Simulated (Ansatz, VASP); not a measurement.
Cr in VASP and in Ansatz

File INCAR:

```
SYSTEM = Cr
PREC = Accurate
ENCUT = 700
EDIFF = 1E-6
ISMEAR = -1
SIGMA = 0.1
LREAL = .False.
LASPH = .True.
NELM = 120
ALGO = Normal
ISIF = 2
LWAVE = .False.
LCHARG = .False.
NBANDS = 21
GGA_COMPAT = .False.
```

File KPOINTS:

```
regular mesh
0
Gamma
  18 18 18
  0 0 0
```

POSCAR

```
Cr
1.0
    0.0000000000      2.3682847572      2.3682847572
    2.3682847572      0.0000000000      2.3682847572
    2.3682847572      2.3682847572      0.0000000000
Cr
2
Direct
    0.1250000000      0.1250000000      0.1250000000
    0.8750000000      0.8750000000      0.8750000000
```

Input for Ansatz:

```yaml
crystal:
  lattice:
    - [0.0, 2.3682847572, 2.3682847572]
    - [2.3682847572, 0.0, 2.3682847572]
    - [2.3682847572, 2.3682847572, 0.0]
  atoms:
    - { symbol: Cr, position: [0.125, 0.125, 0.125] }
    - { symbol: Cr, position: [0.875, 0.875, 0.875] }
hamiltonian:
  xc: lda
  pseudopotentials:
    kind: paw
    azcp:
      Cr: "pseudopotentials/Cr.paw.azcp"
basis:
  ecutwfc: 420
  fft_grid_basis: typed
kpoints:
  mp_grid: { grid: [18, 18, 18], shift: [0, 0, 0] }
magnetization:
  spin_polarized: false
scf:
  occupations: { method: fermi_dirac, width: 0.1 }
output:
  stress: true
```

Alike in both runs: task single point; functional LDA; k mesh 18 × 18 × 18; occupations fermi-dirac, width 0.1 eV; no spin polarisation.

```csv
,VASP,Ansatz
version,VASP 6.6.1,Ansatz 0.2.0
potentials or method,"VASP PAW LDA potentials, release 64 (Cr_sv), cutoff 700 eV","plane waves (420 eV) with PAW, scalar-relativistic"
valence electrons in the cell,28,28
```

```csv
,VASP,Ansatz,Ansatz less VASP
pressure (GPa),20.2,20.2,0.00
```

Ansatz warns that its potentials were made for another functional, while VASP's fit it. LDA's correlation is that of Perdew and Zunger in VASP and of Perdew and Wang (1992) in Ansatz.
